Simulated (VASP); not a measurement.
# ScAs6 (Cmmm) in VASP: single point with PBE

Aim: the single point of ScAs6 with PBE.

All numbers are computed with VASP 6.6.1; they aren't measurements. Logs are shortened: lines on timing, memory, paths and dates and some standing lists are left out, and cuts for length are marked.

**1. The cell of the first run**

Symmetry: Cmmm, No. 65, orthorhombic system. Conventional cell: a = 5.612 Å, b = 14.193 Å, c = 3.710 Å, α = 90.00°, β = 90.00°, γ = 90.00°. Within 3.9 Å of Sc (site symmetry mmm) lie 12 As at 2.89 to 3.82 Å and 2 Sc at 3.71 Å. As (site symmetry m) has 5 As at 2.50 to 3.15 Å and 2 Sc at 2.89 Å within 3.3 Å. As (site symmetry 2/m) has 16 As at 2.71 to 4.01 Å and 2 Sc at 3.82 Å within 4.1 Å.

The cell was built from a structure type or drawn by symmetry, and may not be a known phase.

**2. Single point, PBE, collinear spin**

Contents of INCAR:

```
SYSTEM = ScAs6
PREC     = Accurate       ! precision mode
ENCUT    = 520            ! plane-wave cutoff, eV
EDIFF    = 1E-6           ! SCF threshold, eV
ISMEAR   = 0              ! smearing method
SIGMA    = 0.1            ! smearing width, eV
LREAL    = .False.        ! projectors in reciprocal space
LASPH    = .True.         ! aspherical terms in the spheres
NELM     = 150            ! most SCF steps
ALGO     = Normal         ! electronic algorithm
ISIF     = 2              ! what is computed and relaxed
LWAVE    = .False.        ! write WAVECAR
LCHARG   = .False.        ! write CHGCAR
ISPIN    = 2              ! spin polarisation
MAGMOM   = 1 0 0 0 0 0 0  ! initial moments
LORBIT   = 11             ! projections on sites
LMAXMIX  = 4              ! l up to which the mixer works
GGA      = PE             ! functional
NBANDS   = 34             ! bands
```

Contents of KPOINTS:

```
Automatic mesh
0
Gamma
  4 4 6
  0 0 0
```

Contents of POSCAR:

```
ScAs6
1.0
    2.8061661640     -7.0963507740      0.0000000000
    2.8061661640      7.0963507740      0.0000000000
    0.0000000000      0.0000000000      3.7095675442
Sc As
1 6
Direct
    0.5000000000      0.5000000000      0.0000000000
    0.1118045673      0.3340303699      0.5000000000
    0.8881954327      0.6659696301      0.5000000000
    0.3340303699      0.1118045673      0.5000000000
    0.6659696301      0.8881954327      0.5000000000
    0.0000000000      0.5000000000      0.0000000000
    0.5000000000      0.0000000000      0.0000000000
```

Potentials or basis: VASP PAW PBE potentials, release 64 (Sc_sv, As).

Launch:

```sh
$ cat potpaw_PBE.64/Sc_sv/POTCAR potpaw_PBE.64/As/POTCAR > POTCAR
$ mpirun -np 1 vasp_std > vasp.out
```

OUTCAR:

```text
SYSTEM = ScAs6
   PREC = Accurate
   ENCUT = 520
   EDIFF = 1E-6
   ISMEAR = 0
   LREAL = .False.
   LASPH = .True.
   NELM = 150
   ISIF = 2
   ISPIN = 2
   LORBIT = 11
   GGA = PE

 ion  position               nearest neighbor table
   1  0.500  0.500  0.000-   2 2.89   3 2.89   4 2.89   5 2.89   2 2.89   3 2.89   4 2.89   5 2.89

   2  0.112  0.334  0.500-   5 2.50   6 2.71   6 2.71   1 2.89   1 2.89
   3  0.888  0.666  0.500-   4 2.50   6 2.71   6 2.71   1 2.89   1 2.89
   4  0.334  0.112  0.500-   3 2.50   7 2.71   7 2.71   1 2.89   1 2.89
   5  0.666  0.888  0.500-   2 2.50   7 2.71   7 2.71   1 2.89   1 2.89
   6  0.000  0.500  0.000-   2 2.71   3 2.71   2 2.71   3 2.71   7 2.81   7 2.81
   7  0.500  0.000  0.000-   4 2.71   5 2.71   4 2.71   5 2.71   6 2.81   6 2.81

  LATTYP: Found a base centered orthorhombic cell.
 ALAT       =     5.6123323280
 B/A-ratio  =     2.5288419713
 C/A-ratio  =     0.6609671929

  Lattice vectors:

 A1 = (   2.8061661640,  -7.0963507740,   0.0000000000)
 A2 = (   2.8061661640,   7.0963507740,   0.0000000000)
 A3 = (   0.0000000000,   0.0000000000,   3.7095675442)

Analysis of symmetry for initial positions (statically):
=====================================================================
 Subroutine PRICEL returns:
 Original cell was already a primitive cell.

 Routine SETGRP: Setting up the symmetry group for a
 base centered orthorhombic supercell.

 Subroutine GETGRP returns: Found  8 space group operations
 (whereof  8 operations were pure point group operations)
 out of a pool of  8 trial point group operations.

The static configuration has the point symmetry D_2h.

Analysis of symmetry for dynamics (positions and initial velocities):
=====================================================================
 Subroutine PRICEL returns:
 Original cell was already a primitive cell.

 Routine SETGRP: Setting up the symmetry group for a
 base centered orthorhombic supercell.

 Subroutine GETGRP returns: Found  8 space group operations
 (whereof  8 operations were pure point group operations)
 out of a pool of  8 trial point group operations.

The dynamic configuration has the point symmetry D_2h.

Analysis of structural, dynamic, and magnetic symmetry:
=====================================================================
 Subroutine PRICEL returns:
 Original cell was already a primitive cell.

 Routine SETGRP: Setting up the symmetry group for a
 base centered orthorhombic supercell.

 Subroutine GETGRP returns: Found  8 space group operations
 (whereof  8 operations were pure point group operations)
 out of a pool of  8 trial point group operations.

The overall configuration has the point symmetry D_2h.

 Subroutine INISYM returns: Found  8 space group operations
 (whereof  8 operations are pure point group operations),
 and found     1 'primitive' translations

----------------------------------------------------------------------------------------

                                     Primitive cell

  volume of cell :     147.7412

  direct lattice vectors                    reciprocal lattice vectors
     2.806166164 -7.096350774  0.000000000     0.178179042 -0.070458749  0.000000000
     2.806166164  7.096350774  0.000000000     0.178179042  0.070458749  0.000000000
     0.000000000  0.000000000  3.709567544     0.000000000  0.000000000  0.269573202

  length of vectors
     7.631039434  7.631039434  3.709567544     0.191604297  0.191604297  0.269573202

  position of ions in fractional coordinates (direct lattice)
     0.500000000  0.500000000  0.000000000
     0.111804567  0.334030370  0.500000000
     0.888195433  0.665969630  0.500000000
     0.334030370  0.111804567  0.500000000
     0.665969630  0.888195433  0.500000000
     1.000000000  0.500000000  0.000000000
     0.500000000  1.000000000  0.000000000

  ion indices of the primitive-cell ions
   primitive index   ion index
                 1           1
                 2           2
                 3           3
                 4           4
                 5           5
                 6           6
[... 56 lines left out ...]
   number of dos      NEDOS =    301   number of ions     NIONS =      7
   total plane-waves  NPLWV = 100800
   dimension x,y,z NGX =    60 NGY =   60 NGZ =   28
   dimension x,y,z NGXF=   120 NGYF=  120 NGZF=   56
   ions per type =               1   6
   NGX,Y,Z   is equivalent  to a cutoff of  13.07, 13.07, 12.55 a.u.
   NGXF,Y,Z  is equivalent  to a cutoff of  26.14, 26.14, 25.10 a.u.
 SYSTEM =  ScAs6
   PREC   = accura    normal or accurate (medium, high low for compatibility)
   ISTART =      0    job   : 0-new  1-cont  2-samecut
   ICHARG =      2    charge: 1-file 2-atom 10-const
   ISPIN  =      2    spin polarized calculation?
   LNONCOLLINEAR =      F non collinear calculations
   LSORBIT =      F    spin-orbit coupling
   LASPH  =      T    aspherical Exc in radial PAW
   ENCUT  =  520.0 eV  38.22 Ry    6.18 a.u.  14.19 14.19  6.90*2*pi/ulx,y,z
   NELM   =    150;   NELMIN=  2; NELMDL= -5     # of ELM steps
   EDIFF  = 0.1E-05   stopping-criterion for ELM
   LREAL  =      F    real-space projection
   EDIFFG = 0.1E-04   stopping-criterion for IOM
   NSW    =      0    number of steps for IOM
   IBRION =     -1    ionic relax: 0-MD 1-quasi-New 2-CG
   NFREE  =      0    steps in history (QN), initial steepest desc. (CG)
   ISIF   =      2    stress and relaxation
   ISYM   =      2    0-nonsym 1-usesym 2-fastsym
   POTIM  = 0.5000    time-step for ionic-motion
   TEBEG  =    0.0;   TEEND  =   0.0 temperature during run
   PSTRESS=    0.0 pullay stress
   NELECT =      41.0000    total number of electrons
   NUPDOWN=      -1.0000    fix difference up-down
   EMIN   =  10.00;   EMAX   =-10.00  energy-range for DOS
   EFERMI =   0.00;   METHOD = LEGACY
   ISMEAR =     0;   SIGMA  =   0.10  broadening in eV -4-tet -1-fermi 0-gaus
   EFERMI_NEDOS =   21; number of points for ismear=-14 and -15
   IALGO  =     38    algorithm
   IMIX   =      4    mixing-type and parameters
     AMIX     =   0.40;   BMIX     =  1.00
     AMIX_MAG =   1.60;   BMIX_MAG =  1.00
  volume/ion in A,a.u.               =      21.11       142.43
  Fermi-wavevector in a.u.,A,eV,Ry     =   1.067830  2.017907 15.514198  1.140261
  Thomas-Fermi vector in A             =   2.203459
   LORBIT       =     11    0 simple, 1 ext, 2 COOP (PROOUT), +10 PAW based schemes
   GGA     = PE    functional components
   LHFCALC =     F    Hartree Fock is set to
   AEXX    =    0.0000 exact exchange contribution
   IVDW    =     0    specifies the selected vdW correction
   LEPSILON=     F    determine dielectric tensor
   LRPA    =     F    only Hartree local field effects (RPA)
 spin polarized calculation
 Gauss-broadening in eV      SIGMA  =   0.10
  energy-cutoff  :      520.00
  volume of cell :      147.74
 maximum number of plane-waves:      4004
 NGX is ok and might be reduce to    60
   NGX = 29   NGY = 29   NGZ = 13

 number of electron      41.0000000 magnetization      -0.0000850

 number of electron      41.0000000 magnetization       0.0002743

 Free energy of the ion-electron system (eV)
  ---------------------------------------------------
  ext. energy  EPLUGINS =         0.00000000
  ---------------------------------------------------
  free energy    TOTEN  =       -35.46192267 eV

  energy without entropy =      -35.44955542  energy(sigma->0) =      -35.45573904

 E-fermi :   5.2529     XC(G=0): -10.1388

 val. band max:        5.2507630106   @ k =   0.5000  -0.0000   0.1667
 cond. band min:       5.2757247948   @ k =   0.5000   0.5000   0.1667
 fundamental gap:      0.0249617842
 Fermi energy:         5.2528570667

 spin component 1

 k-point     1 :       0.0000    0.0000    0.0000
  band No.  band energies     occupation
      1     -44.7679      1.00000
      2     -23.4247      1.00000
      3     -23.3892      1.00000
      4     -23.3720      1.00000
      5      -9.0569      1.00000
      6      -6.8916      1.00000
[... 829 lines left out ...]
     31       8.7485      0.00000
     32       9.4591      0.00000

 [... further k-points ...]

 spin component 2

 k-point     1 :       0.0000    0.0000    0.0000
  band No.  band energies     occupation
      1     -44.7678      1.00000
      2     -23.4245      1.00000
      3     -23.3890      1.00000
      4     -23.3719      1.00000
      5      -9.0569      1.00000
      6      -6.8916      1.00000
[... 829 lines left out ...]
     31       8.7487      0.00000
     32       9.4591      0.00000

 [... further k-points ...]

 [bands above 32 left out]

------------------------ aborting loop because EDIFF is reached ----------------------------------------

  FORCE on cell =-STRESS in cart. coord.  units (eV):
  Direction    XX          YY          ZZ          XY          YZ          ZX
  --------------------------------------------------------------------------------------
  -------------------------------------------------------------------------------------
  Total        0.3653717      0.1438435     -0.0478859     -0.0000000      0.0000000      0.0000000
  in kB        3.9622672      1.5599089     -0.5192983     -0.0000000      0.0000000      0.0000000
  external PRESSURE =       1.6676259 kB  Pullay stress =       0.0000000 kB

 VOLUME and BASIS-vectors are now :
 -----------------------------------------------------------------------------
  energy-cutoff  :      520.00
  volume of cell :      147.74
      direct lattice vectors                 reciprocal lattice vectors
     2.806166164 -7.096350774  0.000000000     0.178179042 -0.070458749  0.000000000
     2.806166164  7.096350774  0.000000000     0.178179042  0.070458749  0.000000000
     0.000000000  0.000000000  3.709567544     0.000000000  0.000000000  0.269573202

 POSITION                                       TOTAL-FORCE (eV/Angst)
 -----------------------------------------------------------------------------------
      2.80617      0.00000      0.00000         0.000000      0.000000      0.000000
      1.25109      1.57699      1.85478         0.023414      0.000688      0.000000
      4.36125     -1.57699      1.85478        -0.023414     -0.000688      0.000000
      1.25109     -1.57699      1.85478         0.023414     -0.000688      0.000000
      4.36125      1.57699      1.85478        -0.023414      0.000688      0.000000
      1.40308      3.54818      0.00000         0.000000      0.000000      0.000000
      1.40308     -3.54818      0.00000         0.000000      0.000000      0.000000
 -----------------------------------------------------------------------------------
    total drift:                                0.000000      0.000000     -0.000000

  FREE ENERGIE OF THE ION-ELECTRON SYSTEM (eV)
  ---------------------------------------------------
  free  energy   TOTEN  =       -35.4619226727 eV

  energy  without entropy=      -35.4495554168  energy(sigma->0) =      -35.45573904

 total charge

# of ion       s       p       d       tot
------------------------------------------
    1        2.173   6.110   1.050   9.334
    2        1.269   1.417   0.040   2.727
    3        1.269   1.417   0.040   2.727
    4        1.269   1.417   0.040   2.727
    5        1.269   1.417   0.040   2.727
    6        1.331   1.243   0.058   2.632
    7        1.331   1.243   0.058   2.632
--------------------------------------------------
tot          9.912  14.266   1.327  25.505

 magnetization (x)

# of ion       s       p       d       tot
------------------------------------------
    1        0.000   0.000   0.000   0.000
    2        0.000   0.000  -0.000   0.000
    3        0.000   0.000  -0.000   0.000
    4        0.000   0.000  -0.000   0.000
    5        0.000   0.000  -0.000   0.000
    6       -0.000  -0.000  -0.000  -0.000
    7       -0.000  -0.000  -0.000  -0.000
--------------------------------------------------
tot          0.000  -0.000   0.000   0.000
```

It took 5.4 min on 1 thread of AMD EPYC 7R13 (Zen 3), shared host; peak memory 0.46 GiB.

Results:

```
Free energy                                           : -35.4619 eV
Pressure                                              : 0.2 GPa
Largest force                                         : 0.023 eV/Å
Net moment                                            : 0.00 μB per cell
Valence electrons inside the program's atomic spheres : Sc 9.33; As 2.73, 2.63 (each value once)
```

Forces in eV/Å, atoms in the order of the input:
```
Sc   0.000  0.000  0.000
As   0.023  0.001  0.000
As  -0.023 -0.001  0.000
As   0.023 -0.001  0.000
As  -0.023  0.001  0.000
As   0.000  0.000  0.000
As   0.000  0.000  0.000
```

Stress tensor (GPa, compression positive):
```
 0.40  0.00  0.00
 0.00  0.16  0.00
 0.00  0.00 -0.05
```
